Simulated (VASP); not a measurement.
# Si4O7 (a cell with a defect) in VASP: single point with PBE

Aim: the single point of Si4O7 (a cell with a defect) with PBE.

Everything below comes from runs of VASP 6.6.1. Logs are shortened: lines on timing, memory, paths and dates and some standing lists are left out, and cuts for length are marked.

**1. The cell of the first run**

The cell holds a defect, 11 atoms: a = 5.080 Å, b = 5.080 Å, c = 7.091 Å, α = 90.00°, β = 90.00°, γ = 90.00°.

**2. Single point, PBE**

INCAR reads:

```
SYSTEM = Si4O7
  ALGO = Normal
  EDIFF = 1E-7
  ENCUT = 520
  GGA = PE
  ISIF = 2
  ISMEAR = 0
  LASPH = .True.
  LCHARG = .False.
  LREAL = .False.
  LWAVE = .False.
  NBANDS = 40
  NELM = 80
  PREC = Accurate
  SIGMA = 0.05
```

KPOINTS reads:

```
k-points
0
Gamma
  4 4 4
  0 0 0
```

POSCAR reads:

```
Si4O7
1.0
    5.0799801732      0.0000000000      0.0000000000
    0.0000000000      5.0799801732      0.0000000000
    0.0000000000      0.0000000000      7.0914769300
Si O
4 7
Direct
    0.2944292339      0.2944292339      0.0000000000
    0.2055707661      0.7944292339      0.2500000000
    0.7055707661      0.7055707661      0.5000000000
    0.7944292339      0.2055707661      0.7500000000
    0.4053663613      0.7409644515      0.4248320116
    0.7590355485      0.9053663613      0.6748320116
    0.5946336387      0.2590355485      0.9248320116
    0.7409644515      0.4053663613      0.5751679884
    1.0488795220      0.9606175595      0.2608792102
    0.2590355485      0.5946336387      0.0751679884
    0.0946336387      0.2409644515      0.8251679884
```

Potentials or basis: VASP PAW PBE potentials, release 64 (Si, O).

The run is started by

```sh
$ cat potpaw_PBE.64/Si/POTCAR potpaw_PBE.64/O/POTCAR > POTCAR
$ mpirun -np 1 vasp_std > vasp.out
```

OUTCAR:

```text
SYSTEM = Si4O7
   EDIFF = 1E-7
   ENCUT = 520
   GGA = PE
   ISIF = 2
   ISMEAR = 0
   LASPH = .True.
   LREAL = .False.
   NELM = 80
   PREC = Accurate

 ion  position               nearest neighbor table
   1  0.294  0.294  0.000-  11 1.63  10 1.63   7 1.63   4 3.13   2 3.13   2 3.13   4 3.13
   2  0.206  0.794  0.250-   9 1.16   5 1.63  10 1.63   3 3.13   1 3.13   1 3.13   3 3.13
   3  0.706  0.706  0.500-   6 1.63   5 1.63   8 1.63   4 3.13   2 3.13   4 3.13   2 3.13
   4  0.794  0.206  0.750-   7 1.63   8 1.63   6 1.63  11 1.63   1 3.13   3 3.13   3 3.13   1 3.13

   5  0.405  0.741  0.425-   2 1.63   3 1.63
   6  0.759  0.905  0.675-   3 1.63   4 1.63
   7  0.595  0.259  0.925-   4 1.63   1 1.63
   8  0.741  0.405  0.575-   4 1.63   3 1.63
   9  0.049  0.961  0.261-   2 1.16
  10  0.259  0.595  0.075-   2 1.63   1 1.63
  11  0.095  0.241  0.825-   1 1.63   4 1.63

 -----------------------------------------------------------------------------
|                                                                             |
|           W    W    AA    RRRRR   N    N  II  N    N   GGGG   !!!           |
|           W    W   A  A   R    R  NN   N  II  NN   N  G    G  !!!           |
|           W    W  A    A  R    R  N N  N  II  N N  N  G       !!!           |
|           W WW W  AAAAAA  RRRRR   N  N N  II  N  N N  G  GGG   !            |
|           WW  WW  A    A  R   R   N   NN  II  N   NN  G    G                |
|           W    W  A    A  R    R  N    N  II  N    N   GGGG   !!!           |
|                                                                             |
|     The distance between some ions is very small. Please check the          |
|     nearest-neighbor list in the OUTCAR file.                               |
|     I HOPE YOU KNOW WHAT YOU ARE DOING!                                     |
|                                                                             |
 -----------------------------------------------------------------------------

  LATTYP: Found a simple tetragonal cell.
 ALAT       =     5.0799801732
 C/A-ratio  =     1.3959654739

  Lattice vectors:

 A1 = (   5.0799801732,   0.0000000000,   0.0000000000)
 A2 = (   0.0000000000,   5.0799801732,   0.0000000000)
 A3 = (   0.0000000000,   0.0000000000,   7.0914769300)

Analysis of symmetry for initial positions (statically):
=====================================================================
 Subroutine PRICEL returns:
 Original cell was already a primitive cell.

 Routine SETGRP: Setting up the symmetry group for a
 simple tetragonal supercell.

 Subroutine GETGRP returns: Found  1 space group operations
 (whereof  1 operations were pure point group operations)
 out of a pool of 16 trial point group operations.

The static configuration has the point symmetry C_1 .

Analysis of symmetry for dynamics (positions and initial velocities):
=====================================================================
 Subroutine PRICEL returns:
 Original cell was already a primitive cell.

 Routine SETGRP: Setting up the symmetry group for a
 simple tetragonal supercell.

 Subroutine GETGRP returns: Found  1 space group operations
 (whereof  1 operations were pure point group operations)
 out of a pool of 16 trial point group operations.

The dynamic configuration has the point symmetry C_1 .

 Subroutine INISYM returns: Found  1 space group operations
 (whereof  1 operations are pure point group operations),
 and found     1 'primitive' translations

----------------------------------------------------------------------------------------

                                     Primitive cell

  volume of cell :     183.0041

  direct lattice vectors                    reciprocal lattice vectors
     5.079980173  0.000000000  0.000000000     0.196851162  0.000000000  0.000000000
     0.000000000  5.079980173  0.000000000     0.000000000  0.196851162  0.000000000
     0.000000000  0.000000000  7.091476930     0.000000000  0.000000000  0.141014349

  length of vectors
     5.079980173  5.079980173  7.091476930     0.196851162  0.196851162  0.141014349

  position of ions in fractional coordinates (direct lattice)
     0.294429234  0.294429234  0.000000000
     0.205570766  0.794429234  0.250000000
     0.705570766  0.705570766  0.500000000
     0.794429234  0.205570766  0.750000000
     0.405366361  0.740964451  0.424832012
     0.759035549  0.905366361  0.674832012
     0.594633639  0.259035549  0.924832012
     0.740964451  0.405366361  0.575167988
     0.048879522  0.960617560  0.260879210
     0.259035549  0.594633639  0.075167988
     0.094633639  0.240964451  0.825167988

  ion indices of the primitive-cell ions
   primitive index   ion index
                 1           1
                 2           2
                 3           3
                 4           4
                 5           5
                 6           6
                 7           7
                 8           8
                 9           9
                10          10
                11          11

----------------------------------------------------------------------------------------

 KPOINTS: k-points

Automatic generation of k-mesh.
 Grid dimensions read from file:
 generate k-points for:    4    4    4

 Generating k-lattice:

  Cartesian coordinates                     Fractional coordinates (reciprocal lattice)
     0.049212790  0.000000000  0.000000000     0.250000000  0.000000000  0.000000000
     0.000000000  0.049212790  0.000000000     0.000000000  0.250000000  0.000000000
     0.000000000  0.000000000  0.035253587     0.000000000  0.000000000  0.250000000

  Length of vectors
     0.049212790  0.049212790  0.035253587

  Shift w.r.t. Gamma in fractional coordinates (k-lattice)
     0.000000000  0.000000000  0.000000000

 Subroutine IBZKPT returns following result:
 ===========================================

 Found     36 irreducible k-points:

 Following reciprocal coordinates:
            Coordinates               Weight
  0.000000  0.000000  0.000000      1.000000
  0.250000  0.000000  0.000000      2.000000
  0.000000  0.250000  0.000000      2.000000
  0.500000  0.000000  0.000000      1.000000
  0.000000  0.500000  0.000000      1.000000
  0.250000  0.250000  0.000000      2.000000
[... 16 lines left out ...]
 -0.250000  0.500000  0.250000      2.000000
  0.500000 -0.250000  0.250000      2.000000
 [... further k-points ...]
   k-points           NKPTS =     36   k-points in BZ     NKDIM =     36   number of bands    NBANDS=     40
   number of dos      NEDOS =    301   number of ions     NIONS =     11
   total plane-waves  NPLWV =  86400
   dimension x,y,z NGX =    40 NGY =   40 NGZ =   54
   dimension x,y,z NGXF=    80 NGYF=   80 NGZF=  108
   ions per type =               4   7
   NGX,Y,Z   is equivalent  to a cutoff of  13.09, 13.09, 12.66 a.u.
   NGXF,Y,Z  is equivalent  to a cutoff of  26.18, 26.18, 25.32 a.u.
 SYSTEM =  Si4O7
   PREC   = accura    normal or accurate (medium, high low for compatibility)
   ISTART =      0    job   : 0-new  1-cont  2-samecut
   ICHARG =      2    charge: 1-file 2-atom 10-const
   ISPIN  =      1    spin polarized calculation?
   LNONCOLLINEAR =      F non collinear calculations
   LSORBIT =      F    spin-orbit coupling
   LASPH  =      T    aspherical Exc in radial PAW
   ENCUT  =  520.0 eV  38.22 Ry    6.18 a.u.   9.45  9.45 13.19*2*pi/ulx,y,z
   NELM   =     80;   NELMIN=  2; NELMDL= -5     # of ELM steps
   EDIFF  = 0.1E-06   stopping-criterion for ELM
   LREAL  =      F    real-space projection
   EDIFFG = 0.1E-05   stopping-criterion for IOM
   NSW    =      0    number of steps for IOM
   IBRION =     -1    ionic relax: 0-MD 1-quasi-New 2-CG
   NFREE  =      0    steps in history (QN), initial steepest desc. (CG)
   ISIF   =      2    stress and relaxation
   ISYM   =      2    0-nonsym 1-usesym 2-fastsym
   POTIM  = 0.5000    time-step for ionic-motion
   TEBEG  =    0.0;   TEEND  =   0.0 temperature during run
   PSTRESS=    0.0 pullay stress
   NELECT =      58.0000    total number of electrons
   NUPDOWN=      -1.0000    fix difference up-down
   EMIN   =  10.00;   EMAX   =-10.00  energy-range for DOS
   EFERMI =   0.00;   METHOD = LEGACY
   ISMEAR =     0;   SIGMA  =   0.05  broadening in eV -4-tet -1-fermi 0-gaus
   EFERMI_NEDOS =   21; number of points for ismear=-14 and -15
   IALGO  =     38    algorithm
   IMIX   =      4    mixing-type and parameters
     AMIX     =   0.40;   BMIX     =  1.00
     AMIX_MAG =   1.60;   BMIX_MAG =  1.00
  volume/ion in A,a.u.               =      16.64       112.27
  Fermi-wavevector in a.u.,A,eV,Ry     =   1.116171  2.109257 16.950639  1.245837
  Thomas-Fermi vector in A             =   2.252782
   LORBIT       =      0    0 simple, 1 ext, 2 COOP (PROOUT), +10 PAW based schemes
   GGA     = PE    functional components
   LHFCALC =     F    Hartree Fock is set to
   AEXX    =    0.0000 exact exchange contribution
   IVDW    =     0    specifies the selected vdW correction
   LEPSILON=     F    determine dielectric tensor
   LRPA    =     F    only Hartree local field effects (RPA)
 non-spin polarized calculation
 Gauss-broadening in eV      SIGMA  =   0.05
  energy-cutoff  :      520.00
  volume of cell :      183.00
 maximum number of plane-waves:      4954
 NGX is ok and might be reduce to    40
   NGX = 19   NGY = 19   NGZ = 27

 number of electron      57.9999992 magnetization

 Free energy of the ion-electron system (eV)
  ---------------------------------------------------
  ext. energy  EPLUGINS =         0.00000000
  ---------------------------------------------------
  free energy    TOTEN  =       -72.03590161 eV

  energy without entropy =      -72.03589857  energy(sigma->0) =      -72.03590009

 E-fermi :   2.6478     XC(G=0):  -7.9274

 val. band max:        2.5287308775   @ k =   0.5000   0.5000   0.5000
 cond. band min:       2.7669082728   @ k =   0.0000   0.0000   0.5000
 fundamental gap:      0.2381773953
 Fermi energy:         2.6478197152

 k-point     1 :       0.0000    0.0000    0.0000
  band No.  band energies     occupation
      1     -19.8413      2.00000
      2     -19.2771      2.00000
      3     -18.9672      2.00000
      4     -18.2142      2.00000
      5     -18.1081      2.00000
      6     -18.0191      2.00000
[... 32 lines left out ...]
     39       9.2862      0.00000
     40      10.4759      0.00000

 k-point     2 :       0.2500    0.0000    0.0000
  band No.  band energies     occupation
      1     -19.7521      2.00000
      2     -19.3206      2.00000
      3     -18.9159      2.00000
      4     -18.2876      2.00000
      5     -18.1428      2.00000
      6     -18.0576      2.00000
[... 32 lines left out ...]
     39       9.4901      0.00000
     40       9.7310      0.00000

 k-point     3 :       0.0000    0.2500    0.0000
  band No.  band energies     occupation
      1     -19.7549      2.00000
      2     -19.3189      2.00000
      3     -18.9104      2.00000
      4     -18.3074      2.00000
      5     -18.1264      2.00000
      6     -18.0487      2.00000
[... 853 lines left out ...]
  band No.  band energies     occupation
      1     -19.5606      2.00000
      2     -19.3240      2.00000
      3     -18.8312      2.00000
      4     -18.5950      2.00000
      5     -18.1598      2.00000
      6     -18.0631      2.00000
[... 32 lines left out ...]
     39       9.6422      0.00000
     40       9.8207      0.00000

 k-point    24 :       0.5000   -0.2500    0.2500
  band No.  band energies     occupation
      1     -19.5518      2.00000
      2     -19.3335      2.00000
      3     -18.8466      2.00000
      4     -18.5680      2.00000
      5     -18.1799      2.00000
      6     -18.0583      2.00000
[... 32 lines left out ...]
     39       9.6351      0.00000
     40       9.8190      0.00000

 [... further k-points ...]

------------------------ aborting loop because EDIFF is reached ----------------------------------------

  FORCE on cell =-STRESS in cart. coord.  units (eV):
  Direction    XX          YY          ZZ          XY          YZ          ZX
  --------------------------------------------------------------------------------------
  -------------------------------------------------------------------------------------
  Total       31.3283110     34.4441702      0.8548099    -32.6878694      4.1395568     -1.0558230
  in kB      274.2753861    301.5543381      7.4837524   -286.1781470     36.2412941     -9.2435967
  external PRESSURE =     194.4378255 kB  Pullay stress =       0.0000000 kB

 VOLUME and BASIS-vectors are now :
 -----------------------------------------------------------------------------
  energy-cutoff  :      520.00
  volume of cell :      183.00
      direct lattice vectors                 reciprocal lattice vectors
     5.079980173  0.000000000  0.000000000     0.196851162  0.000000000  0.000000000
     0.000000000  5.079980173  0.000000000     0.000000000  0.196851162  0.000000000
     0.000000000  0.000000000  7.091476930     0.000000000  0.000000000  0.141014349

 POSITION                                       TOTAL-FORCE (eV/Angst)
 -----------------------------------------------------------------------------------
      1.49569      1.49569      0.00000         0.057507     -1.306555      0.526531
      1.04430      4.03568      1.77287        36.359928    -38.163937     -3.341084
      3.58429      3.58429      3.54574         1.039706     -0.017418     -0.435470
      4.03568      1.04430      5.31861         0.135057     -0.128277     -0.043850
      2.05925      3.76408      3.01269         0.330701     -0.281591     -0.146582
      3.85589      4.59924      4.78556        -0.039194      0.069153      0.219489
      3.02073      1.31590      6.55842         0.287037      0.168776     -0.167749
      3.76408      2.05925      4.07879        -0.120518     -0.224423      0.138041
      0.24831      4.87992      1.85002       -37.893216     39.605718      3.191313
      1.31590      3.02073      0.53305        -0.062542      0.226537      0.281061
      0.48074      1.22409      5.85166        -0.094466      0.052018     -0.221700
 -----------------------------------------------------------------------------------
    total drift:                                0.000483      0.000161      0.000400

  FREE ENERGIE OF THE ION-ELECTRON SYSTEM (eV)
  ---------------------------------------------------
  free  energy   TOTEN  =       -72.0359016053 eV

  energy  without entropy=      -72.0358985744  energy(sigma->0) =      -72.03590009
```

Wall time 2.7 min (1 thread of Intel Xeon 6975P-C (Granite Rapids), shared host); peak memory 0.38 GiB.

What came out:

```yaml
Free_energy: -72.0359 eV
Pressure: 19.4 GPa
Largest_force: 54.906 eV/Å
Band_gap_on_the_k_mesh: 0.24 eV
```

Forces in eV/Å, atoms in the order of the input:
```
Si    0.058  -1.307   0.527
Si   36.360 -38.164  -3.341
Si    1.040  -0.017  -0.435
Si    0.135  -0.128  -0.044
O     0.331  -0.282  -0.147
O    -0.039   0.069   0.219
O     0.287   0.169  -0.168
O    -0.121  -0.224   0.138
O   -37.893  39.606   3.191
O    -0.063   0.227   0.281
O    -0.094   0.052  -0.222
```

Levels at points of the mesh, in eV from the valence-band top:
```
           k point  band 26  band 27  band 28  band 29  band 30  band 31  band 32  band 33
(0.00, 0.00, 0.00)    -4.11    -3.91    -3.46    -1.30     0.57     3.92     4.38     4.60
(0.50, 0.00, 0.00)    -4.12    -3.99    -3.73    -0.47     0.44     3.24     4.24     5.00
(0.00, 0.50, 0.00)    -4.09    -3.95    -3.76    -0.43     0.46     3.24     4.25     5.00
(0.50, 0.50, 0.00)    -4.19    -4.07    -3.82    -0.15     0.84     3.10     3.80     4.32
(0.00, 0.00, 0.50)    -3.93    -3.91    -3.69    -0.87     0.24     3.79     4.00     4.53
(0.50, 0.00, 0.50)    -4.23    -4.06    -3.58    -0.70     0.68     3.27     4.19     4.80
(0.00, 0.50, 0.50)    -4.12    -4.07    -3.60    -0.67     0.70     3.27     4.23     4.75
(0.50, 0.50, 0.50)    -4.31    -4.17    -3.80     0.00     0.75     3.16     3.69     4.87
```

Caveat: the cell differs from its parent crystal (atoms taken out, atom 9 moved 0.500 of the way to it and +0.225 Å across, host rigid); atoms lie so close that the PAW spheres overlap strongly, which falsifies energies and pressures.
